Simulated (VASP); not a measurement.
# W4C in VASP: single point with PBEsol

Aim: the single point of W4C with PBEsol.

All numbers are computed with VASP 6.6.1; they aren't measurements. Logs are shortened: lines on timing, memory, paths and dates and some standing lists are left out, and cuts for length are marked.

**1. The cell of the first run**

The cell holds a slab with vacuum, 5 atoms: a = 3.155 Å, b = 3.155 Å, c = 21.598 Å, α = 90.00°, β = 90.00°, γ = 90.00°.

**2. Single point, PBEsol, collinear spin**

The input, INCAR:

```
PREC     = Accurate       # precision mode
ENCUT    = 520            # plane-wave cutoff, eV
EDIFF    = 1E-6           # SCF threshold, eV
ISMEAR   = 0              # smearing method
SIGMA    = 0.1            # smearing width, eV
LREAL    = False          # projectors in reciprocal space
LASPH    = True           # aspherical terms in the spheres
NELM     = 150            # most SCF steps
ALGO     = Normal         # electronic algorithm
ISIF     = 2              # what is computed and relaxed
LWAVE    = False          # write WAVECAR
LCHARG   = True           # write CHGCAR
ISPIN    = 2              # spin polarisation
MAGMOM   = 0 0 0 0 2      # initial moments
LORBIT   = 11             # projections on sites
LMAXMIX  = 4              # l up to which the mixer works
LDIPOL   = True         
IDIPOL   = 3            
DIPOL    = 0.5 0.5 0.346
GGA      = PS             # functional
LELF     = True           # ELF
LVHAR    = True         
LVACPOTAV= True         
NBANDS   = 42             # bands
```

The input, KPOINTS:

```
regular mesh
0
Gamma
  8 8 1
```

The input, POSCAR:

```
W4C
1.0
    3.1545348002      0.0000000000      0.0000000000
    0.0000000000      3.1545348002      0.0000000000
    0.0000000000      0.0000000000     21.5976290709
W C
4 1
Direct
    0.5000000000      0.5000000000      0.1852055143
    0.0000000000      0.0000000000      0.2582351693
    0.5000000000      0.5000000000      0.3339290903
    0.0000000000      0.0000000000      0.3980820785
    0.0000000000      0.0000000000      0.5568958070
```

Potentials or basis: VASP PAW PBE potentials, release 64 (W_sv, C).

Launch:

```sh
$ cat potpaw_PBE.64/W_sv/POTCAR potpaw_PBE.64/C/POTCAR > POTCAR
$ mpirun -np 1 vasp_std > vasp.out
```

OUTCAR:

```text
PREC = Accurate
   ENCUT = 520
   EDIFF = 1E-6
   ISMEAR = 0
   LREAL = False
   LASPH = True
   NELM = 150
   ISIF = 2
   ISPIN = 2
   LORBIT = 11
   GGA = PS

 ion  position               nearest neighbor table
   1  0.500  0.500  0.185-   2 2.73   2 2.73   2 2.73   2 2.73   3 3.21
   2  0.000  0.000  0.258-   1 2.73   1 2.73   1 2.73   1 2.73   3 2.77   3 2.77   3 2.77   3 2.77
                             4 3.02
   3  0.500  0.500  0.334-   4 2.63   4 2.63   4 2.63   4 2.63   2 2.77   2 2.77   2 2.77   2 2.77
                             1 3.21
   4  0.000  0.000  0.398-   3 2.63   3 2.63   3 2.63   3 2.63   2 3.02
   5  0.000  0.000  0.557-

  LATTYP: Found a simple tetragonal cell.
 ALAT       =     3.1545348002
 C/A-ratio  =     6.8465337804

  Lattice vectors:

 A1 = (   3.1545348002,   0.0000000000,   0.0000000000)
 A2 = (   0.0000000000,   3.1545348002,   0.0000000000)
 A3 = (   0.0000000000,   0.0000000000,  21.5976290709)

Analysis of symmetry for initial positions (statically):
=====================================================================
 Subroutine PRICEL returns:
 Original cell was already a primitive cell.

 Routine SETGRP: Setting up the symmetry group for a
 simple tetragonal supercell.

 Subroutine GETGRP returns: Found  8 space group operations
 (whereof  8 operations were pure point group operations)
 out of a pool of 16 trial point group operations.

The static configuration has the point symmetry C_4v.

Analysis of symmetry for dynamics (positions and initial velocities):
=====================================================================
 Subroutine PRICEL returns:
 Original cell was already a primitive cell.

 Routine SETGRP: Setting up the symmetry group for a
 simple tetragonal supercell.

 Subroutine GETGRP returns: Found  8 space group operations
 (whereof  8 operations were pure point group operations)
 out of a pool of 16 trial point group operations.

The dynamic configuration has the point symmetry C_4v.

Analysis of structural, dynamic, and magnetic symmetry:
=====================================================================
 Subroutine PRICEL returns:
 Original cell was already a primitive cell.

 Routine SETGRP: Setting up the symmetry group for a
 simple tetragonal supercell.

 Subroutine GETGRP returns: Found  8 space group operations
 (whereof  8 operations were pure point group operations)
 out of a pool of 16 trial point group operations.

[... 129 lines left out ...]
  energy-cutoff  :      520.00
  volume of cell :      214.92
 maximum number of plane-waves:      5864
 NGX is ok and might be reduce to    24
   NGX = 11   NGY = 11   NGZ = 81

 dipolmoment           0.000000      0.000000     -0.062488 electrons x Angstroem

 number of electron      60.0000001 magnetization       2.1397856

 dipolmoment           0.000000      0.000000      0.100039 electrons x Angstroem

 Free energy of the ion-electron system (eV)
  ---------------------------------------------------
  ext. energy  EPLUGINS =         0.00000000
  ---------------------------------------------------
  free energy    TOTEN  =       -52.14234127 eV

  energy without entropy =      -52.10677741  energy(sigma->0) =      -52.12455934

 E-fermi :   0.1255     XC(G=0):  -5.9208

 val. band max:        0.1248745238   @ k =   0.2500   0.0000   0.0000
 cond. band min:       0.1494792851   @ k =   0.2500   0.0000   0.0000
 fundamental gap:      0.0246047613
 Fermi energy:         0.1254983564

 spin component 1

 k-point     1 :       0.0000    0.0000    0.0000
  band No.  band energies     occupation
      1     -73.6791      1.00000
      2     -73.6146      1.00000
      3     -73.5436      1.00000
      4     -73.3939      1.00000
      5     -38.1466      1.00000
      6     -38.0895      1.00000
[... 664 lines left out ...]
     41       3.8567      0.00000
     42       3.9196      0.00000
 Fermi energy:         0.1254983564

 spin component 2

 k-point     1 :       0.0000    0.0000    0.0000
  band No.  band energies     occupation
      1     -73.6671      1.00000
      2     -73.6055      1.00000
      3     -73.5328      1.00000
      4     -73.3838      1.00000
      5     -38.1253      1.00000
      6     -38.0794      1.00000
[... 664 lines left out ...]
     41       3.8595      0.00000
     42       3.9696      0.00000

------------------------ aborting loop because EDIFF is reached ----------------------------------------

  FORCE on cell =-STRESS in cart. coord.  units (eV):
  Direction    XX          YY          ZZ          XY          YZ          ZX
  --------------------------------------------------------------------------------------
  -------------------------------------------------------------------------------------
  Total       -7.4921171     -7.4921171     -5.5207338      0.0000000      0.0000000      0.0000000
  in kB      -55.8519596    -55.8519596    -41.1557634      0.0000000      0.0000000      0.0000000
  external PRESSURE =     -50.9532275 kB  Pullay stress =       0.0000000 kB

 VOLUME and BASIS-vectors are now :
 -----------------------------------------------------------------------------
  energy-cutoff  :      520.00
  volume of cell :      214.92
      direct lattice vectors                 reciprocal lattice vectors
     3.154534800  0.000000000  0.000000000     0.317003953  0.000000000  0.000000000
     0.000000000  3.154534800  0.000000000     0.000000000  0.317003953  0.000000000
     0.000000000  0.000000000 21.597629071     0.000000000  0.000000000  0.046301379

 POSITION                                       TOTAL-FORCE (eV/Angst)
 -----------------------------------------------------------------------------------
      1.57727      1.57727      4.00000         0.000000     -0.000000      1.941924
      0.00000      0.00000      5.57727         0.000000      0.000000     -2.010377
      1.57727      1.57727      7.21208         0.000000     -0.000000     -0.172368
      0.00000      0.00000      8.59763        -0.000000      0.000000      1.075549
      0.00000      0.00000     12.02763         0.000000      0.000000     -0.834728
 -----------------------------------------------------------------------------------
    total drift:                                0.000000     -0.000000      0.000238

  FREE ENERGIE OF THE ION-ELECTRON SYSTEM (eV)
  ---------------------------------------------------
  free  energy   TOTEN  =       -52.1423412674 eV

  energy  without entropy=      -52.1067774144  energy(sigma->0) =      -52.12455934

 vacuum level on the upper side and lower side of the slab         6.219         4.399

 total charge

# of ion       s       p       d       tot
------------------------------------------
    1        2.396   6.141   3.351  11.888
    2        2.411   6.320   3.342  12.073
    3        2.427   6.336   3.443  12.207
    4        2.412   6.181   3.421  12.014
    5        1.037   0.931   0.000   1.968
--------------------------------------------------
tot         10.682  25.910  13.558  50.150

 magnetization (x)

# of ion       s       p       d       tot
------------------------------------------
    1        0.002  -0.000   0.058   0.060
    2        0.000   0.001   0.002   0.004
    3        0.000   0.003   0.031   0.035
    4       -0.002   0.009  -0.007   0.000
    5        0.039   0.891   0.000   0.930
--------------------------------------------------
tot          0.040   0.905   0.084   1.029
```

OSZICAR:

```text
N       E                     dE             d eps       ncg     rms          rms(c)
DAV:   1     0.672572547151E+03    0.67257E+03   -0.36235E+04  3016   0.133E+03
DAV:   2    -0.285153465240E+02   -0.70109E+03   -0.68330E+03  2994   0.418E+02
DAV:   3    -0.556229341831E+02   -0.27108E+02   -0.25977E+02  3108   0.857E+01
[... 30 lines left out ...]
DAV:  34    -0.521423223544E+02   -0.51911E-04   -0.23665E-06  2210   0.429E-03    0.395E-03
DAV:  35    -0.521423337482E+02   -0.11394E-04   -0.87951E-07  2004   0.284E-03    0.285E-03
DAV:  36    -0.521423391723E+02   -0.54241E-05   -0.45814E-07  1752   0.216E-03    0.192E-03
DAV:  37    -0.521423405444E+02   -0.13721E-05   -0.60242E-07  1936   0.227E-03    0.134E-03
DAV:  38    -0.521423412674E+02   -0.72306E-06   -0.17609E-07  1778   0.115E-03
   1 F= -.52142341E+02 E0= -.52124559E+02  d E =-.355639E-01  mag=     2.1399
```

Wall time 14 min (1 thread of AMD EPYC 7R13, shared host); peak memory 0.45 GiB.

Results:

```yaml
Free_energy: -52.1423 eV
Largest_force: 2.010 eV/Å
Net_moment: 2.14 μB per cell
Site_moments: W +0.06, +0.00, +0.04 (each value once); C +0.93 μB
Valence_electrons_inside_the_program's_atomic_spheres: W 11.89, 12.07, 12.21, 12.01; C 1.97
```

Forces on the atoms (eV/Å):
```
W    0.000  0.000  1.942
W    0.000  0.000 -2.010
W    0.000  0.000 -0.172
W    0.000  0.000  1.076
C    0.000  0.000 -0.835
```

Caveat: the PAW data sets were made with another functional, which shifts forces and pressure a little; spin-orbit coupling is left out, which moves the levels of the heavy elements.
